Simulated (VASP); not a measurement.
# InAgTe2 (I-42d) in VASP: density of states with PBEsol

Aim: the density of states of InAgTe2 with PBEsol.

Everything below comes from runs of VASP 6.6.1. Logs are shortened: lines on timing, memory, paths and dates and some standing lists are left out, and cuts for length are marked.

### Step 1. The cell of the first run

The structure is tetragonal, space group I-42d (No. 122). The conventional cell has a = 6.477 Å, b = 6.477 Å, c = 12.700 Å, α = 90.00°, β = 90.00°, γ = 90.00°. Te (site symmetry 2) has 2 In at 2.79 Å and 2 Ag at 2.79 Å within 3.7 Å. In (site symmetry -4) has 4 Te at 2.79 Å within 3.7 Å. Ag (site symmetry -4) has 4 Te at 2.79 Å within 3.7 Å.

### Step 2. Density of states, PBEsol

Contents of POSCAR:

```
InAgTe2
1.0
   -3.2386940400      3.2386940400      6.3499839300
    3.2386940400     -3.2386940400      6.3499839300
    3.2386940400      3.2386940400     -6.3499839300
Te In Ag
4 2 2
Direct
    0.3750000000      0.3750000000      0.5000000000
    0.6250000000      0.1250000000      0.0000000000
    0.8750000000      0.8750000000      0.5000000000
    0.1250000000      0.6250000000      0.0000000000
    0.5000000000      0.5000000000      0.0000000000
    0.2500000000      0.7500000000      0.5000000000
    0.0000000000      0.0000000000      0.0000000000
    0.7500000000      0.2500000000      0.5000000000
```

Contents of INCAR.step1:

```
SYSTEM = InAgTe2
ALGO = Normal ; EDIFF = 1E-6
ENCUT = 400 ; GGA = PS
GGA_COMPAT = .FALSE. ; ISIF = 2
ISMEAR = -1 ; LASPH = .TRUE.
LCHARG = .TRUE. ; LMAXMIX = 4
LORBIT = 11 ; LREAL = .FALSE.
LWAVE = .FALSE. ; NBANDS = 46
NEDOS = 2001 ; NELM = 120
PREC = Accurate ; SIGMA = 0.1
```

Contents of KPOINTS.step1:

```
k-points
0
G
  7 7 7
  0 0 0
```

Contents of INCAR.step2:

```
SYSTEM = InAgTe2
ALGO = Normal ; EDIFF = 1E-6
ENCUT = 400 ; GGA = PS
GGA_COMPAT = .FALSE. ; ICHARG = 11
ISIF = 2 ; ISMEAR = -5
LASPH = .TRUE. ; LCHARG = .FALSE.
LMAXMIX = 4 ; LORBIT = 11
LREAL = .FALSE. ; LWAVE = .FALSE.
NBANDS = 46 ; NEDOS = 2001
NELM = 120 ; PREC = Accurate
SIGMA = 0.1
```

Contents of KPOINTS.step2:

```
k-points
0
G
  11 11 11
  0 0 0
```

Potentials or basis: VASP PAW PBE potentials, release 64 (Te, In_d, Ag).

On the command line:

```console
$ cat potpaw_PBE.64/Te/POTCAR potpaw_PBE.64/In_d/POTCAR potpaw_PBE.64/Ag/POTCAR > POTCAR
$ cp INCAR.step1 INCAR
$ cp KPOINTS.step1 KPOINTS
$ mpirun -np 1 vasp_std > vasp.out
$ cp INCAR.step2 INCAR
$ cp KPOINTS.step2 KPOINTS
$ mpirun -np 1 vasp_std > vasp.out
```

OUTCAR:

```text
SYSTEM = InAgTe2
   EDIFF = 1E-6
   ENCUT = 400
   GGA = PS
   ICHARG = 11
   ISIF = 2
   ISMEAR = -5
   LASPH = .TRUE.
   LORBIT = 11
   LREAL = .FALSE.
   NELM = 120
   PREC = Accurate

 ion  position               nearest neighbor table
   1  0.375  0.375  0.500-   6 2.79   8 2.79   7 2.79   5 2.79
   2  0.625  0.125  0.000-   5 2.79   7 2.79   6 2.79   8 2.79
   3  0.875  0.875  0.500-   6 2.79   8 2.79   5 2.79   7 2.79
   4  0.125  0.625  0.000-   5 2.79   7 2.79   8 2.79   6 2.79
   5  0.500  0.500  0.000-   2 2.79   3 2.79   4 2.79   1 2.79
   6  0.250  0.750  0.500-   1 2.79   2 2.79   3 2.79   4 2.79
   7  0.000  0.000  0.000-   1 2.79   2 2.79   4 2.79   3 2.79
   8  0.750  0.250  0.500-   1 2.79   3 2.79   4 2.79   2 2.79

  LATTYP: Found a body centered tetragonal cell.
 ALAT       =     6.4773880800
 C/A-ratio  =     1.9606618753

  Lattice vectors:

 A1 = (  -3.2386940400,   3.2386940400,   6.3499839300)
 A2 = (   3.2386940400,  -3.2386940400,   6.3499839300)
 A3 = (   3.2386940400,   3.2386940400,  -6.3499839300)

Analysis of symmetry for initial positions (statically):
=====================================================================
 Subroutine PRICEL returns:
 Original cell was already a primitive cell.

 Routine SETGRP: Setting up the symmetry group for a
 body centered tetragonal supercell.

 Subroutine GETGRP returns: Found  8 space group operations
 (whereof  4 operations were pure point group operations)
 out of a pool of 16 trial point group operations.

The static configuration has the point symmetry S_4 .
 The point group associated with its full space group is D_2d.

Analysis of symmetry for dynamics (positions and initial velocities):
=====================================================================
 Subroutine PRICEL returns:
 Original cell was already a primitive cell.

 Routine SETGRP: Setting up the symmetry group for a
 body centered tetragonal supercell.

 Subroutine GETGRP returns: Found  8 space group operations
 (whereof  4 operations were pure point group operations)
 out of a pool of 16 trial point group operations.

The dynamic configuration has the point symmetry S_4 .
 The point group associated with its full space group is D_2d.

 Subroutine INISYM returns: Found  8 space group operations
 (whereof  4 operations are pure point group operations),
 and found     1 'primitive' translations

----------------------------------------------------------------------------------------

                                     Primitive cell

  volume of cell :     266.4235

  direct lattice vectors                    reciprocal lattice vectors
    -3.238694040  3.238694040  6.349983930     0.000000000  0.154383216  0.078740357
     3.238694040 -3.238694040  6.349983930     0.154383216  0.000000000  0.078740357
     3.238694040  3.238694040 -6.349983930     0.154383216  0.154383216  0.000000000

  length of vectors
     7.829468314  7.829468314  7.829468314     0.173303840  0.173303840  0.218330837

  position of ions in fractional coordinates (direct lattice)
     0.375000000  0.375000000  0.500000000
     0.625000000  0.125000000  0.000000000
     0.875000000  0.875000000  0.500000000
     0.125000000  0.625000000  0.000000000
     0.500000000  0.500000000  0.000000000
     0.250000000  0.750000000  0.500000000
     0.000000000  0.000000000  0.000000000
     0.750000000  0.250000000  0.500000000

  ion indices of the primitive-cell ions
   primitive index   ion index
                 1           1
                 2           2
                 3           3
                 4           4
                 5           5
                 6           6
                 7           7
                 8           8

----------------------------------------------------------------------------------------

 KPOINTS: k-points

Automatic generation of k-mesh.
 Grid dimensions read from file:
 generate k-points for:   11   11   11

 Generating k-lattice:

  Cartesian coordinates                     Fractional coordinates (reciprocal lattice)
     0.000000000  0.014034838  0.007158214     0.090909091  0.000000000  0.000000000
     0.014034838  0.000000000  0.007158214     0.000000000  0.090909091  0.000000000
     0.014034838  0.014034838  0.000000000     0.000000000  0.000000000  0.090909091

  Length of vectors
     0.015754895  0.015754895  0.019848258

  Shift w.r.t. Gamma in fractional coordinates (k-lattice)
     0.000000000  0.000000000  0.000000000

 TETIRR: Found   1709 inequivalent tetrahedra from     7986

 Subroutine IBZKPT returns following result:
 ===========================================

 Found    126 irreducible k-points:

 Following reciprocal coordinates:
            Coordinates               Weight
  0.000000  0.000000  0.000000      1.000000
  0.090909  0.000000 -0.000000      8.000000
  0.181818  0.000000  0.000000      8.000000
  0.272727  0.000000  0.000000      8.000000
  0.363636  0.000000  0.000000      8.000000
  0.454545 -0.000000  0.000000      8.000000
[... 16 lines left out ...]
 -0.272727  0.181818 -0.000000     16.000000
 -0.181818  0.181818  0.000000      4.000000
 [... further k-points ...]
   k-points           NKPTS =    126   k-points in BZ     NKDIM =    126   number of bands    NBANDS=     46
   number of dos      NEDOS =   2001   number of ions     NIONS =      8
   total plane-waves  NPLWV = 157464
   dimension x,y,z NGX =    54 NGY =   54 NGZ =   54
   dimension x,y,z NGXF=   108 NGYF=  108 NGZF=  108
   ions per type =               4   2   2
   NGX,Y,Z   is equivalent  to a cutoff of  11.47, 11.47, 11.47 a.u.
   NGXF,Y,Z  is equivalent  to a cutoff of  22.93, 22.93, 22.93 a.u.
 SYSTEM =  InAgTe2
   PREC   = accura    normal or accurate (medium, high low for compatibility)
   ISTART =      0    job   : 0-new  1-cont  2-samecut
   ICHARG =     11    charge: 1-file 2-atom 10-const
   ISPIN  =      1    spin polarized calculation?
   LNONCOLLINEAR =      F non collinear calculations
   LSORBIT =      F    spin-orbit coupling
   LASPH  =      T    aspherical Exc in radial PAW
   ENCUT  =  400.0 eV  29.40 Ry    5.42 a.u.  12.77 12.77 12.77*2*pi/ulx,y,z
   NELM   =    120;   NELMIN=  2; NELMDL=  0     # of ELM steps
   EDIFF  = 0.1E-05   stopping-criterion for ELM
   LREAL  =      F    real-space projection
   EDIFFG = 0.1E-04   stopping-criterion for IOM
   NSW    =      0    number of steps for IOM
   IBRION =     -1    ionic relax: 0-MD 1-quasi-New 2-CG
   NFREE  =      0    steps in history (QN), initial steepest desc. (CG)
   ISIF   =      2    stress and relaxation
   ISYM   =      2    0-nonsym 1-usesym 2-fastsym
   POTIM  = 0.5000    time-step for ionic-motion
   TEBEG  =    0.0;   TEEND  =   0.0 temperature during run
   PSTRESS=    0.0 pullay stress
   NELECT =      72.0000    total number of electrons
   NUPDOWN=      -1.0000    fix difference up-down
   EMIN   =  10.00;   EMAX   =-10.00  energy-range for DOS
   EFERMI =   0.00;   METHOD = LEGACY
   ISMEAR =    -5;   SIGMA  =   0.10  broadening in eV -4-tet -1-fermi 0-gaus
   EFERMI_NEDOS =   21; number of points for ismear=-14 and -15
   IALGO  =     38    algorithm
   IMIX   =      4    mixing-type and parameters
     AMIX     =   0.40;   BMIX     =  1.00
     AMIX_MAG =   1.60;   BMIX_MAG =  1.00
  volume/ion in A,a.u.               =      33.30       224.74
  Fermi-wavevector in a.u.,A,eV,Ry     =   1.058428  2.000140 15.242210  1.120271
  Thomas-Fermi vector in A             =   2.193737
   LORBIT       =     11    0 simple, 1 ext, 2 COOP (PROOUT), +10 PAW based schemes
   GGA     = PS    functional components
   LHFCALC =     F    Hartree Fock is set to
   AEXX    =    0.0000 exact exchange contribution
   IVDW    =     0    specifies the selected vdW correction
   LEPSILON=     F    determine dielectric tensor
   LRPA    =     F    only Hartree local field effects (RPA)
 non-spin polarized calculation
 Fermi weights with tetrahedron method with Bloechl corrections
  energy-cutoff  :      400.00
  volume of cell :      266.42
 maximum number of plane-waves:      4885
 NGX is ok and might be reduce to    54

 number of electron      72.0000026 magnetization

 Free energy of the ion-electron system (eV)
  ---------------------------------------------------
  ext. energy  EPLUGINS =         0.00000000
  ---------------------------------------------------
  free energy    TOTEN  =       -28.42869706 eV

  energy without entropy =      -28.42869706  energy(sigma->0) =      -28.42869706

 E-fermi :   4.3875     XC(G=0):  -8.8992

 val. band max:        4.3773857307   @ k =   0.0000   0.0000   0.0000
 cond. band min:       4.5281596873   @ k =   0.0000   0.0000   0.0000
 fundamental gap:      0.1507739566
 Fermi energy:         4.3875305037

 k-point     1 :       0.0000    0.0000    0.0000
  band No.  band energies     occupation
      1     -10.3817      2.00000
      2     -10.3783      2.00000
      3     -10.3783      2.00000
      4     -10.3033      2.00000
      5     -10.2876      2.00000
      6     -10.2876      2.00000
[... 38 lines left out ...]
     45       8.7410      0.00000
     46       8.7410      0.00000

 k-point     2 :       0.0909    0.0000   -0.0000
  band No.  band energies     occupation
      1     -10.3817      2.00000
      2     -10.3784      2.00000
      3     -10.3775      2.00000
      4     -10.3036      2.00000
      5     -10.2888      2.00000
      6     -10.2873      2.00000
[... 1070 lines left out ...]
 k-point    24 :      -0.1818    0.1818    0.0000
  band No.  band energies     occupation
      1     -10.3826      2.00000
      2     -10.3796      2.00000
      3     -10.3715      2.00000
      4     -10.3032      2.00000
      5     -10.2948      2.00000
      6     -10.2893      2.00000
[... 38 lines left out ...]
     45       8.7098      0.00000
     46       9.0864      0.00000

 [... further k-points ...]
[... 5 lines left out ...]
  --------------------------------------------------------------------------------------
  -------------------------------------------------------------------------------------
  Total       -0.4532385     -0.4532385     -0.3559330      0.0000000      0.0000000      0.0000000
  in kB       -2.7256176     -2.7256176     -2.1404566      0.0000000      0.0000000      0.0000000
  external PRESSURE =      -2.5305639 kB  Pullay stress =       0.0000000 kB

 VOLUME and BASIS-vectors are now :
 -----------------------------------------------------------------------------
  energy-cutoff  :      400.00
  volume of cell :      266.42
      direct lattice vectors                 reciprocal lattice vectors
    -3.238694040  3.238694040  6.349983930     0.000000000  0.154383216  0.078740357
     3.238694040 -3.238694040  6.349983930     0.154383216  0.000000000  0.078740357
     3.238694040  3.238694040 -6.349983930     0.154383216  0.154383216  0.000000000

 POSITION                                       TOTAL-FORCE (eV/Angst)
 -----------------------------------------------------------------------------------
      1.61935      1.61935      1.58750        -0.373850     -0.000000      0.000000
     -1.61935      1.61935      4.76249        -0.000000      0.373850      0.000000
      1.61935      1.61935      7.93748         0.373850     -0.000000      0.000000
      1.61935     -1.61935      4.76249        -0.000000     -0.373850      0.000000
      0.00000      0.00000      6.34998        -0.000000     -0.000000      0.000000
      3.23869      0.00000      3.17499        -0.000000     -0.000000     -0.000000
      0.00000      0.00000      0.00000        -0.000000     -0.000000     -0.000000
      0.00000      3.23869      3.17499        -0.000000     -0.000000     -0.000000
 -----------------------------------------------------------------------------------
    total drift:                               -0.000003     -0.000003     -0.000004

  FREE ENERGIE OF THE ION-ELECTRON SYSTEM (eV)
  ---------------------------------------------------
  free  energy   TOTEN  =       -28.4286970616 eV

  energy  without entropy=      -28.4286970616  energy(sigma->0) =      -28.42869706

 total charge

# of ion       s       p       d       tot
------------------------------------------
    1        1.362   2.007   0.032   3.400
    2        1.362   2.007   0.032   3.400
    3        1.362   2.007   0.032   3.400
    4        1.362   2.007   0.032   3.400
    5        0.855   0.669   9.888  11.412
    6        0.855   0.669   9.888  11.412
    7        0.361   0.278   9.218   9.857
    8        0.361   0.278   9.218   9.857
--------------------------------------------------
tot          7.878   9.920  38.338  56.136
```

It took 14 min on 1 thread of Intel Xeon 6975P-C (Granite Rapids), shared host; peak memory 1 GiB.

What came out:

| Item | Value |
| --- | --- |
| Valence electrons inside the program's atomic spheres | Te 3.40; In 11.41; Ag 9.86 |

Caveat: the PAW data sets were made with another functional, which shifts forces and pressure a little; spin-orbit coupling is left out, which moves the levels of the heavy elements.
